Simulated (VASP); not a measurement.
# CsPbCl3 (Pm-3m) in VASP: a series of runs

Runs on CsPbCl3. Level: PBEsol. Tasks: single point.

All numbers are computed with VASP 6.6.1; they aren't measurements. Logs are shortened: lines on timing, memory, paths and dates and some standing lists are left out, and cuts for length are marked.

## 1. The cell of the first run

It takes space group Pm-3m (No. 221, cubic). The conventional cell has a = 5.384 Å, b = 5.384 Å, c = 5.384 Å, α = 90.00°, β = 90.00°, γ = 90.00°. Within 5.0 Å of Cs (site symmetry m-3m) lie 12 Cl at 3.81 Å and 8 Pb at 4.66 Å. Within 3.5 Å of Pb (site symmetry m-3m) lie 6 Cl at 2.69 Å. Within 3.5 Å of Cl (site symmetry 4/mmm) lie 2 Pb at 2.69 Å.

## 2. Single point, PBEsol (volume scaled by 0.88)

File INCAR:

```
SYSTEM = CsPbCl3
  PREC = Accurate
  ENCUT = 520
  EDIFF = 1E-7
  ISMEAR = 0
  SIGMA = 0.02
  LREAL = .FALSE.
  LASPH = .TRUE.
  NELM = 60
  ALGO = Normal
  ISIF = 2
  LWAVE = .FALSE.
  LCHARG = .TRUE.
  GGA = PS
  LELF = .TRUE.
  LVHAR = .TRUE.
  NBANDS = 30
```

File KPOINTS:

```
regular mesh
0
G
  6 6 6
  0 0 0
```

File POSCAR:

```
CsPbCl3
1.0
    5.3842654400      0.0000000000      0.0000000000
    0.0000000000      5.3842654400      0.0000000000
    0.0000000000      0.0000000000      5.3842654400
Cs Pb Cl
1 1 3
Direct
    0.0000000000      0.0000000000      0.0000000000
    0.5000000000      0.5000000000      0.5000000000
    0.5000000000      0.5000000000      0.0000000000
    0.0000000000      0.5000000000      0.5000000000
    0.5000000000      0.0000000000      0.5000000000
```

Potentials or basis: VASP PAW PBE potentials, release 64 (Cs_sv, Pb_d, Cl).

On the command line:

```console
cat potpaw_PBE.64/Cs_sv/POTCAR potpaw_PBE.64/Pb_d/POTCAR potpaw_PBE.64/Cl/POTCAR > POTCAR
mpirun -np 1 vasp_std > vasp.out
```

OUTCAR:

```text
SYSTEM = CsPbCl3
   PREC = Accurate
   ENCUT = 520
   EDIFF = 1E-7
   ISMEAR = 0
   LREAL = .FALSE.
   LASPH = .TRUE.
   NELM = 60
   ISIF = 2
   GGA = PS

 ion  position               nearest neighbor table
   1  0.000  0.000  0.000-
   2  0.500  0.500  0.500-   3 2.69   4 2.69   5 2.69   3 2.69   5 2.69   4 2.69
   3  0.500  0.500  0.000-   2 2.69   2 2.69
   4  0.000  0.500  0.500-   2 2.69   2 2.69
   5  0.500  0.000  0.500-   2 2.69   2 2.69

  LATTYP: Found a simple cubic cell.
 ALAT       =     5.3842654400

  Lattice vectors:

 A1 = (   5.3842654400,   0.0000000000,   0.0000000000)
 A2 = (   0.0000000000,   5.3842654400,   0.0000000000)
 A3 = (   0.0000000000,   0.0000000000,   5.3842654400)

Analysis of symmetry for initial positions (statically):
=====================================================================
 Subroutine PRICEL returns:
 Original cell was already a primitive cell.

 Routine SETGRP: Setting up the symmetry group for a
 simple cubic supercell.

 Subroutine GETGRP returns: Found 48 space group operations
 (whereof 48 operations were pure point group operations)
 out of a pool of 48 trial point group operations.

The static configuration has the point symmetry O_h .

Analysis of symmetry for dynamics (positions and initial velocities):
=====================================================================
 Subroutine PRICEL returns:
 Original cell was already a primitive cell.

 Routine SETGRP: Setting up the symmetry group for a
 simple cubic supercell.

 Subroutine GETGRP returns: Found 48 space group operations
 (whereof 48 operations were pure point group operations)
 out of a pool of 48 trial point group operations.

The dynamic configuration has the point symmetry O_h .

 Subroutine INISYM returns: Found 48 space group operations
 (whereof 48 operations are pure point group operations),
 and found     1 'primitive' translations

----------------------------------------------------------------------------------------

                                     Primitive cell

  volume of cell :     156.0915

  direct lattice vectors                    reciprocal lattice vectors
     5.384265440  0.000000000  0.000000000     0.185726356  0.000000000  0.000000000
[... 83 lines left out ...]
   LSORBIT =      F    spin-orbit coupling
   LASPH  =      T    aspherical Exc in radial PAW
   ENCUT  =  520.0 eV  38.22 Ry    6.18 a.u.  10.01 10.01 10.01*2*pi/ulx,y,z
   NELM   =     60;   NELMIN=  2; NELMDL= -5     # of ELM steps
   EDIFF  = 0.1E-06   stopping-criterion for ELM
   LREAL  =      F    real-space projection
   EDIFFG = 0.1E-05   stopping-criterion for IOM
   NSW    =      0    number of steps for IOM
   IBRION =     -1    ionic relax: 0-MD 1-quasi-New 2-CG
   NFREE  =      0    steps in history (QN), initial steepest desc. (CG)
   ISIF   =      2    stress and relaxation
   ISYM   =      2    0-nonsym 1-usesym 2-fastsym
   POTIM  = 0.5000    time-step for ionic-motion
   TEBEG  =    0.0;   TEEND  =   0.0 temperature during run
   PSTRESS=    0.0 pullay stress
   NELECT =      44.0000    total number of electrons
   NUPDOWN=      -1.0000    fix difference up-down
   EMIN   =  10.00;   EMAX   =-10.00  energy-range for DOS
   EFERMI =   0.00;   METHOD = LEGACY
   ISMEAR =     0;   SIGMA  =   0.02  broadening in eV -4-tet -1-fermi 0-gaus
   EFERMI_NEDOS =   21; number of points for ismear=-14 and -15
   IALGO  =     38    algorithm
   IMIX   =      4    mixing-type and parameters
     AMIX     =   0.40;   BMIX     =  1.00
     AMIX_MAG =   1.60;   BMIX_MAG =  1.00
  volume/ion in A,a.u.               =      31.22       210.67
  Fermi-wavevector in a.u.,A,eV,Ry     =   1.073411  2.028452 15.676777  1.152211
  Thomas-Fermi vector in A             =   2.209209
   LORBIT       =      0    0 simple, 1 ext, 2 COOP (PROOUT), +10 PAW based schemes
   GGA     = PS    functional components
   LHFCALC =     F    Hartree Fock is set to
   AEXX    =    0.0000 exact exchange contribution
   IVDW    =     0    specifies the selected vdW correction
   LEPSILON=     F    determine dielectric tensor
   LRPA    =     F    only Hartree local field effects (RPA)
 non-spin polarized calculation
 Gauss-broadening in eV      SIGMA  =   0.02
  energy-cutoff  :      520.00
  volume of cell :      156.09
 maximum number of plane-waves:      4224
   NGX = 21   NGY = 21   NGZ = 21

 number of electron      44.0000019 magnetization

 Free energy of the ion-electron system (eV)
  ---------------------------------------------------
  ext. energy  EPLUGINS =         0.00000000
  ---------------------------------------------------
  free energy    TOTEN  =       -18.12458797 eV

  energy without entropy =      -18.12458797  energy(sigma->0) =      -18.12458797

 E-fermi :   3.4969     XC(G=0):  -8.5636

 val. band max:        3.4132322424   @ k =   0.5000   0.5000   0.5000
 cond. band min:       4.5814838212   @ k =   0.5000   0.5000   0.5000
 fundamental gap:      1.1682515789
 Fermi energy:         3.4968713651

 k-point     1 :       0.0000    0.0000    0.0000
  band No.  band energies     occupation
      1     -18.6896      2.00000
      2     -14.1823      2.00000
      3     -14.1823      2.00000
      4     -13.6811      2.00000
      5     -13.6811      2.00000
      6     -13.6811      2.00000
[... 649 lines left out ...]
     29       8.1436      0.00000
     30       9.4983      0.00000

------------------------ aborting loop because EDIFF is reached ----------------------------------------

  FORCE on cell =-STRESS in cart. coord.  units (eV):
  Direction    XX          YY          ZZ          XY          YZ          ZX
  --------------------------------------------------------------------------------------
  -------------------------------------------------------------------------------------
  Total        4.1840671      4.1840671      4.1840671      0.0000000      0.0000000     -0.0000000
  in kB       42.9467040     42.9467040     42.9467040      0.0000000      0.0000000     -0.0000000
  external PRESSURE =      42.9467040 kB  Pullay stress =       0.0000000 kB

 VOLUME and BASIS-vectors are now :
 -----------------------------------------------------------------------------
  energy-cutoff  :      520.00
  volume of cell :      156.09
      direct lattice vectors                 reciprocal lattice vectors
     5.384265440  0.000000000  0.000000000     0.185726356  0.000000000  0.000000000
     0.000000000  5.384265440  0.000000000     0.000000000  0.185726356  0.000000000
     0.000000000  0.000000000  5.384265440     0.000000000  0.000000000  0.185726356

 POSITION                                       TOTAL-FORCE (eV/Angst)
 -----------------------------------------------------------------------------------
      0.00000      0.00000      0.00000         0.000000      0.000000      0.000000
      2.69213      2.69213      2.69213         0.000000      0.000000      0.000000
      2.69213      2.69213      0.00000         0.000000      0.000000      0.000000
      0.00000      2.69213      2.69213         0.000000      0.000000      0.000000
      2.69213      0.00000      2.69213         0.000000      0.000000      0.000000
 -----------------------------------------------------------------------------------
    total drift:                                0.000000      0.000000     -0.000000

  FREE ENERGIE OF THE ION-ELECTRON SYSTEM (eV)
  ---------------------------------------------------
  free  energy   TOTEN  =       -18.1245879701 eV

  energy  without entropy=      -18.1245879701  energy(sigma->0) =      -18.12458797
```

It took 89 s on 1 thread of Intel Xeon Platinum 8259CL at 2.50GHz (Skylake/Cascade Lake), shared host; peak memory 0.28 GiB.

What came out:

```
Free energy            : -18.1246 eV
Pressure               : 4.3 GPa
Band gap on the k mesh : 1.17 eV, direct
```

Caveat: the PAW data sets were made with another functional, which shifts forces and pressure a little; spin-orbit coupling is left out, which moves the levels of the heavy elements.

## 3. Single point, PBEsol (volume scaled by 0.91)

File INCAR:

```
PREC = Accurate
ENCUT = 520
EDIFF = 1E-6
ISMEAR = 0
SIGMA = 0.02
LREAL = False
LASPH = True
NELM = 80
ALGO = Normal
ISIF = 2
LWAVE = False
LCHARG = False
GGA = PS
NBANDS = 30
```

File KPOINTS:

```
Automatic mesh
0
Gamma
  6 6 6
```

POSCAR: that of step 2 with these lines changed.

```diff
@@ -2,5 +2,5 @@
 1.0
-    5.3842654400      0.0000000000      0.0000000000
-    0.0000000000      5.3842654400      0.0000000000
-    0.0000000000      0.0000000000      5.3842654400
+    5.4447678686      0.0000000000      0.0000000000
+    0.0000000000      5.4447678686      0.0000000000
+    0.0000000000      0.0000000000      5.4447678686
 Cs Pb Cl
```

Potentials or basis: VASP PAW PBE potentials, release 64 (Cs_sv, Pb_d, Cl).

On the command line:

```console
cat potpaw_PBE.64/Cs_sv/POTCAR potpaw_PBE.64/Pb_d/POTCAR potpaw_PBE.64/Cl/POTCAR > POTCAR
mpirun -np 1 vasp_std > vasp.out
```

It took 67 s on 1 thread of Intel Xeon Platinum 8259CL at 2.50GHz (Skylake/Cascade Lake), shared host; peak memory 0.29 GiB.

Results (log left out):

```yaml
Free_energy: -18.2456 eV
Pressure: 2.9 GPa
Band_gap_on_the_k_mesh: 1.37 eV, direct
```

Levels at points of the mesh, in eV from the valence-band top:
```
           k point  band 20  band 21  band 22  band 23  band 24  band 25
(0.00, 0.00, 0.00)    -3.25    -3.25    -3.25     2.69     3.48     3.48
(0.50, 0.00, 0.00)    -3.41    -3.41    -2.05     2.72     4.09     4.55
(0.50, 0.50, 0.00)    -3.40    -2.90    -0.99     2.09     2.09     4.59
(0.50, 0.50, 0.50)    -2.89    -2.89     0.00     1.37     1.37     1.37
```

Caveat: the PAW data sets were made with another functional, which shifts forces and pressure a little; spin-orbit coupling is left out, which moves the levels of the heavy elements.
